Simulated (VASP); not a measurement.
BAs: single point with HSE06

The system is BAs.

```
B As
1.0
     3.36586    0.00000    0.00000
    -1.68293    2.91492    0.00000
     0.00000    0.00000    8.74459
B As
2 2
Cartesian
  0.0000 1.9433 2.1861
  1.6829 0.9716 6.5584
  1.6829 0.9716 2.1861
  0.0000 1.9433 6.5584
```

```json
{
  "Program": "VASP 6.6.1",
  "Task": "single point",
  "Functional": "HSE06",
  "Potentials or basis": "VASP PAW PBE potentials, release 64 (B, As)",
  "Cutoff": "520 eV",
  "k mesh": "6 × 6 × 2",
  "Occupations": "gaussian, width 0.01 eV",
  "Spin": "no spin polarisation",
  "Dipole correction": "no",
  "Grid for exact exchange (PRECFOCK)": "Normal",
  "Further INCAR settings": "ALGO = Normal; EDIFF = 1e-07; NBANDS = 16",
  "Share of exact exchange": "0.25",
  "Screening parameter": "0.2079 1/Å"
}
```

| Item | Value |
| --- | --- |
| Pressure | -0.1 GPa |
| Band gap on the k mesh | 1.14 eV |

Stress tensor (GPa, compression positive):
```
-0.36  0.00  0.00
 0.00 -0.36  0.00
 0.00  0.00  0.34
```

Levels at points of the mesh, in eV from the valence-band top:
```tsv
k point	band 4	band 5	band 6	band 7	band 8	band 9	band 10	band 11	band 12	band 13
(0.00, 0.00, 0.00)	-3.87	-1.89	-1.89	-1.86	-1.86	3.80	4.81	5.04	5.62	5.62
(0.50, 0.00, 0.00)	-9.30	-4.16	-4.12	-1.66	-0.67	1.37	2.58	3.14	3.34	7.68
(0.00, 0.00, 0.50)	-4.57	-1.88	-1.88	-1.88	-1.88	4.87	4.87	5.67	5.67	5.67
(0.50, 0.00, 0.50)	-9.33	-4.14	-4.14	-1.20	-1.20	1.88	1.88	3.24	3.24	8.79
```

It took 30 min on 1 thread of AMD EPYC 7571, on a shared host, peak memory 0.31 GiB.

Caveat: the PAW data sets were made with another functional, which shifts forces and pressure a little; this functional lacks dispersion, which binds the layers, so the pressure and a relaxed spacing across them are unreliable. A k mesh can miss the band edges.
